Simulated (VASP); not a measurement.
# Si (Cmm2) in VASP: single point with r2SCAN

Aim: the single point of Si with r2SCAN.

Program: VASP 6.6.1. These are calculated values, not measurements. Logs are shortened: lines on timing, memory, paths and dates and some standing lists are left out, and cuts for length are marked.

### 1 The cell of the first run

Symmetry: Cmm2, No. 35, orthorhombic system. Conventional cell: a = 7.699 Å, b = 7.699 Å, c = 5.444 Å, α = 90.00°, β = 90.00°, γ = 90.00°. Si (site symmetry mm2) has 4 Si at 2.26 to 2.46 Å within 3.0 Å. Within 3.1 Å of Si (site symmetry 2) lie 4 Si at 2.36 Å. Within 3.1 Å of Si (site symmetry mm2) lie 4 Si at 2.36 Å. Within 3.0 Å of Si (site symmetry m) lie 4 Si at 2.26 to 2.36 Å. Si (site symmetry m) has 4 Si at 2.36 to 2.46 Å within 3.1 Å.

### 2 Single point, r2SCAN (atom 1 (Si) moved +0.169 Å along Cartesian [0 1 0])

POSCAR reads:

```
Si
1.0
    5.4442106826      0.0000000000      0.0000000000
    0.0000000000     -5.4442106826      0.0000000000
    0.0000000000      0.0000000000     -5.4442106826
Si
8
Direct
    0.5000000000      0.9689945871      1.0000000000
    0.0000000000      0.5000000000      1.0000000000
    0.0000000000      1.0000000000      0.5000000000
    0.5000000000      0.5000000000      0.5000000000
    0.7500000000      0.7500000000      0.7500000000
    0.2500000000      0.2500000000      0.7500000000
    0.2500000000      0.7500000000      0.2500000000
    0.7500000000      0.2500000000      0.2500000000
```

INCAR.step1 reads:

```
SYSTEM = Si
PREC = Accurate ; ENCUT = 520
ISMEAR = 0 ; SIGMA = 0.05
LREAL = .FALSE. ; LASPH = .TRUE.
NELM = 80 ; NBANDS = 26
GGA = PE ; ALGO = Normal
EDIFF = 1E-4 ; LWAVE = .TRUE.
LCHARG = .FALSE.
```

INCAR.step2 reads:

```
SYSTEM = Si
PREC = Accurate ; ENCUT = 520
EDIFF = 1E-6 ; ISMEAR = 0
SIGMA = 0.05 ; LREAL = .FALSE.
LASPH = .TRUE. ; NELM = 80
ALGO = Normal ; ISIF = 2
LWAVE = .FALSE. ; LCHARG = .TRUE.
METAGGA = R2SCAN ; LMIXTAU = .TRUE.
LELF = .TRUE. ; LVHAR = .TRUE.
NBANDS = 26 ; ISTART = 1
```

KPOINTS reads:

```
regular mesh
0
G
  6 6 6
  0 0 0
```

Potentials or basis: VASP PAW PBE potentials, release 64 (Si).

On the command line:

```
cat potpaw_PBE.64/Si/POTCAR > POTCAR
cp INCAR.step1 INCAR
mpirun -np 1 vasp_std > vasp.out
cp INCAR.step2 INCAR
mpirun -np 1 vasp_std > vasp.out
```

OUTCAR:

```text
SYSTEM = Si
   PREC = Accurate
   ENCUT = 520
   EDIFF = 1E-6
   ISMEAR = 0
   LREAL = .FALSE.
   LASPH = .TRUE.
   NELM = 80
   ISIF = 2
   METAGGA = R2SCAN
   ISTART = 1

 ion  position               nearest neighbor table
   1  0.500  0.969  0.000-   5 2.26   7 2.26   6 2.46   8 2.46
   2  0.000  0.500  0.000-   5 2.36   6 2.36   7 2.36   8 2.36
   3  0.000  0.000  0.500-   5 2.36   6 2.36   7 2.36   8 2.36
   4  0.500  0.500  0.500-   5 2.36   6 2.36   7 2.36   8 2.36
   5  0.750  0.750  0.750-   1 2.26   2 2.36   3 2.36   4 2.36
   6  0.250  0.250  0.750-   2 2.36   3 2.36   4 2.36   1 2.46
   7  0.250  0.750  0.250-   1 2.26   2 2.36   3 2.36   4 2.36
   8  0.750  0.250  0.250-   2 2.36   3 2.36   4 2.36   1 2.46

  LATTYP: Found a simple cubic cell.
 ALAT       =     5.4442106826

  Lattice vectors:

 A1 = (   5.4442106826,   0.0000000000,   0.0000000000)
 A2 = (   0.0000000000,  -5.4442106826,   0.0000000000)
 A3 = (   0.0000000000,   0.0000000000,  -5.4442106826)

Analysis of symmetry for initial positions (statically):
=====================================================================
 Subroutine PRICEL returns:
 Original cell was already a primitive cell.

 Routine SETGRP: Setting up the symmetry group for a
 simple cubic supercell.

 Subroutine GETGRP returns: Found  4 space group operations
 (whereof  2 operations were pure point group operations)
 out of a pool of 48 trial point group operations.

The static configuration has the point symmetry C_2 .
 The point group associated with its full space group is C_2v.

Analysis of symmetry for dynamics (positions and initial velocities):
=====================================================================
 Subroutine PRICEL returns:
 Original cell was already a primitive cell.

 Routine SETGRP: Setting up the symmetry group for a
 simple cubic supercell.

 Subroutine GETGRP returns: Found  4 space group operations
 (whereof  2 operations were pure point group operations)
 out of a pool of 48 trial point group operations.

The dynamic configuration has the point symmetry C_2 .
 The point group associated with its full space group is C_2v.

 Subroutine INISYM returns: Found  4 space group operations
 (whereof  2 operations are pure point group operations),
 and found     1 'primitive' translations

----------------------------------------------------------------------------------------

                                     Primitive cell

  volume of cell :     161.3633

[... 108 lines left out ...]
   POTIM  = 0.5000    time-step for ionic-motion
   TEBEG  =    0.0;   TEEND  =   0.0 temperature during run
   PSTRESS=    0.0 pullay stress
   NELECT =      32.0000    total number of electrons
   NUPDOWN=      -1.0000    fix difference up-down
   EMIN   =  10.00;   EMAX   =-10.00  energy-range for DOS
   EFERMI =   0.00;   METHOD = LEGACY
   ISMEAR =     0;   SIGMA  =   0.05  broadening in eV -4-tet -1-fermi 0-gaus
   EFERMI_NEDOS =   21; number of points for ismear=-14 and -15
   IALGO  =     38    algorithm
   IMIX   =      4    mixing-type and parameters
     AMIX     =   0.40;   BMIX     =  1.00
     AMIX_MAG =   1.60;   BMIX_MAG =  1.00
  volume/ion in A,a.u.               =      20.17       136.12
  Fermi-wavevector in a.u.,A,eV,Ry     =   0.954677  1.804078 12.400467  0.911409
  Thomas-Fermi vector in A             =   2.083446
   LORBIT       =      0    0 simple, 1 ext, 2 COOP (PROOUT), +10 PAW based schemes
   METAGGA = R2SCAN    functional components
   LHFCALC =     F    Hartree Fock is set to
   AEXX    =    0.0000 exact exchange contribution
   IVDW    =     0    specifies the selected vdW correction
   LEPSILON=     F    determine dielectric tensor
   LRPA    =     F    only Hartree local field effects (RPA)
 non-spin polarized calculation
 Gauss-broadening in eV      SIGMA  =   0.05
  energy-cutoff  :      520.00
  volume of cell :      161.36
 maximum number of plane-waves:      4385
   NGX = 21   NGY = 21   NGZ = 21

 number of electron      32.0000002 magnetization

 Free energy of the ion-electron system (eV)
  ---------------------------------------------------
  ext. energy  EPLUGINS =         0.00000000
  ---------------------------------------------------
  free energy    TOTEN  =       -70.00289579 eV

  energy without entropy =      -70.00289579  energy(sigma->0) =      -70.00289579

 E-fermi :   6.1262     XC(G=0):  -9.8260

 val. band max:        5.8781418080   @ k =   0.0000   0.0000   0.0000
 cond. band min:       6.3911763515   @ k =   0.0000   0.0000   0.0000
 fundamental gap:      0.5130345435
 Fermi energy:         6.1261669808

 k-point     1 :       0.0000    0.0000    0.0000
  band No.  band energies     occupation
      1      -6.8280      2.00000
      2      -2.7523      2.00000
      3      -2.6257      2.00000
      4      -2.4771      2.00000
      5      -2.4760      2.00000
      6      -2.3456      2.00000
[... 685 lines left out ...]
     25      11.0012      0.00000
     26      11.1632      0.00000

 [... further k-points ...]

------------------------ aborting loop because EDIFF is reached ----------------------------------------

  FORCE on cell =-STRESS in cart. coord.  units (eV):
  Direction    XX          YY          ZZ          XY          YZ          ZX
  --------------------------------------------------------------------------------------
  -------------------------------------------------------------------------------------
  Total        0.2303045     -0.3090968      0.2303045      0.0000000      0.0000000      1.6203345
  in kB        2.2866947     -3.0690244      2.2866947      0.0000000      0.0000000     16.0883122
  external PRESSURE =       0.5014550 kB  Pullay stress =       0.0000000 kB

 VOLUME and BASIS-vectors are now :
 -----------------------------------------------------------------------------
  energy-cutoff  :      520.00
  volume of cell :      161.36
      direct lattice vectors                 reciprocal lattice vectors
     5.444210683  0.000000000  0.000000000     0.183681356  0.000000000  0.000000000
     0.000000000 -5.444210683  0.000000000     0.000000000 -0.183681356  0.000000000
     0.000000000  0.000000000 -5.444210683     0.000000000  0.000000000 -0.183681356

 POSITION                                       TOTAL-FORCE (eV/Angst)
 -----------------------------------------------------------------------------------
      2.72211     -5.27541      0.00000         0.000000     -2.326757      0.000000
      0.00000     -2.72211      0.00000         0.000000      0.170052      0.000000
      0.00000      0.00000     -2.72211         0.000000     -0.303680      0.000000
      2.72211     -2.72211     -2.72211         0.000000      0.170052      0.000000
      4.08316     -4.08316     -4.08316         0.494211      0.615753      0.494211
      1.36105     -1.36105     -4.08316         0.324643      0.529413     -0.324643
      1.36105     -4.08316     -1.36105        -0.494211      0.615753     -0.494211
      4.08316     -1.36105     -1.36105        -0.324643      0.529413      0.324643
 -----------------------------------------------------------------------------------
    total drift:                                0.000000      0.000058      0.000000

  FREE ENERGIE OF THE ION-ELECTRON SYSTEM (eV)
  ---------------------------------------------------
  free  energy   TOTEN  =       -70.0028957891 eV

  energy  without entropy=      -70.0028957891  energy(sigma->0) =      -70.00289579
```

OSZICAR.step1:

```text
N       E                     dE             d eps       ncg     rms          rms(c)
DAV:   1     0.686411117948E+02    0.68641E+02   -0.12146E+04  2704   0.102E+03
DAV:   2    -0.386234228952E+02   -0.10726E+03   -0.99460E+02  3558   0.149E+02
DAV:   3    -0.438294101565E+02   -0.52060E+01   -0.51341E+01  3470   0.304E+01
DAV:   4    -0.439136740043E+02   -0.84264E-01   -0.84083E-01  3384   0.497E+00
DAV:   5    -0.439155451209E+02   -0.18711E-02   -0.18687E-02  3424   0.692E-01    0.971E+00
DAV:   6    -0.434184017596E+02    0.49714E+00   -0.24442E-01  3078   0.191E+00    0.593E+00
DAV:   7    -0.431947885836E+02    0.22361E+00   -0.50997E-01  3150   0.285E+00    0.368E-01
DAV:   8    -0.431988646405E+02   -0.40761E-02   -0.33379E-02  3216   0.808E-01    0.177E-01
DAV:   9    -0.431998410916E+02   -0.97645E-03   -0.16990E-03  3382   0.209E-01    0.118E-01
DAV:  10    -0.432000242060E+02   -0.18311E-03   -0.25472E-04  3048   0.684E-02    0.487E-02
DAV:  11    -0.432000851864E+02   -0.60980E-04   -0.83836E-05  2106   0.460E-02
   1 F= -.43200085E+02 E0= -.43200085E+02  d E =-.432396E-08
```

It took 3.4 min on 1 thread of Intel Xeon 6975P-C (Granite Rapids), shared host; peak memory 0.33 GiB.

What came out:

* Free energy: -70.0029 eV
* Pressure: 0.1 GPa
* Largest force: 2.327 eV/Å
* Band gap on the k mesh: 0.51 eV

Forces in eV/Å, atoms in the order of the input:
```
Si   0.000 -2.327  0.000
Si   0.000  0.170  0.000
Si   0.000 -0.304  0.000
Si   0.000  0.170  0.000
Si   0.494  0.616  0.494
Si   0.325  0.529 -0.325
Si  -0.494  0.616 -0.494
Si  -0.325  0.529  0.325
```

Caveat: the cell differs from its parent crystal (atom 1 (Si) moved +0.169 Å along Cartesian [0 1 0]); the PAW data sets were made with another functional, which shifts forces and pressure a little. A k mesh can miss the band edges.
